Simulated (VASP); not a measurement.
Set up this calculation in VASP 6.6.1, as the native input.

| Item | Value |
| --- | --- |
| Task | single point |
| Functional | r2SCAN |
| Potentials or basis | VASP PAW PBE potentials, release 64 (Zr_sv, O) |
| Cutoff | 660 eV |
| k mesh | 8 × 8 × 8 |
| Occupations | gaussian, width 0.01 eV |
| Spin | no spin polarisation |
| Dipole correction | no |
| Further INCAR settings | ALGO = Normal; EDIFF = 1e-06; NBANDS = 19 |

The system is ZrO2.

```
CELL_PARAMETERS angstrom
0.00000 2.54471 2.66966
2.54471 0.00000 2.66966
2.54471 2.54471 0.00000
ATOMIC_POSITIONS crystal
Zr 0.00000 0.00000 0.00000
O 0.25000 0.25000 0.25000
O 0.75000 0.75000 0.75000
```

This cell differs from its parent crystal: uniaxial z strain +4.9%.

The input as run:

POSCAR

```
ZrO2
1.0
    0.0000000000      2.5447135875      2.6696590246
    2.5447135875      0.0000000000      2.6696590246
    2.5447135875      2.5447135875      0.0000000000
Zr O
1 2
Direct
    0.0000000000      0.0000000000      0.0000000000
    0.2500000000      0.2500000000      0.2500000000
    0.7500000000      0.7500000000      0.7500000000
```

INCAR.step1

```
ALGO = Normal
EDIFF = 1E-5
ENCUT = 660
GGA = PE
GGA_COMPAT = False
ISMEAR = 0
LASPH = True
LCHARG = False
LREAL = False
LWAVE = True
NBANDS = 19
NELM = 120
PREC = Accurate
SIGMA = 0.01
```

INCAR.step2

```
ALGO = Normal
EDIFF = 1E-6
ENCUT = 660
GGA_COMPAT = False
ISIF = 2
ISMEAR = 0
ISTART = 1
LASPH = True
LCHARG = True
LELF = True
LMIXTAU = True
LREAL = False
LVHAR = True
LWAVE = False
METAGGA = R2SCAN
NBANDS = 19
NELM = 120
PREC = Accurate
SIGMA = 0.01
```

KPOINTS

```
k-points
0
Gamma
  8 8 8
```

Potentials or basis: VASP PAW PBE potentials, release 64 (Zr_sv, O).

Launch:

```sh
$ cat potpaw_PBE.64/Zr_sv/POTCAR potpaw_PBE.64/O/POTCAR > POTCAR
$ cp INCAR.step1 INCAR
$ mpirun -np 1 vasp_std > vasp.out
$ cp INCAR.step2 INCAR
$ mpirun -np 1 vasp_std > vasp.out
```

It gave:

```json
{
 "Pressure": "-11.1 GPa",
 "Band gap on the k mesh": "3.27 eV (least direct gap 3.78 eV)"
}
```

Caveat: the cell differs from its parent crystal (uniaxial z strain +4.9%); the cell stands under tension; the PAW data sets were made with another functional, which shifts forces and pressure a little.

Run time: 2.2 min on 1 thread of Intel(R) Xeon(R) Platinum 8259CL CPU @ 2.50GHz (Skylake/Cascade Lake), with other jobs on the host, peak memory 0.21 GiB.
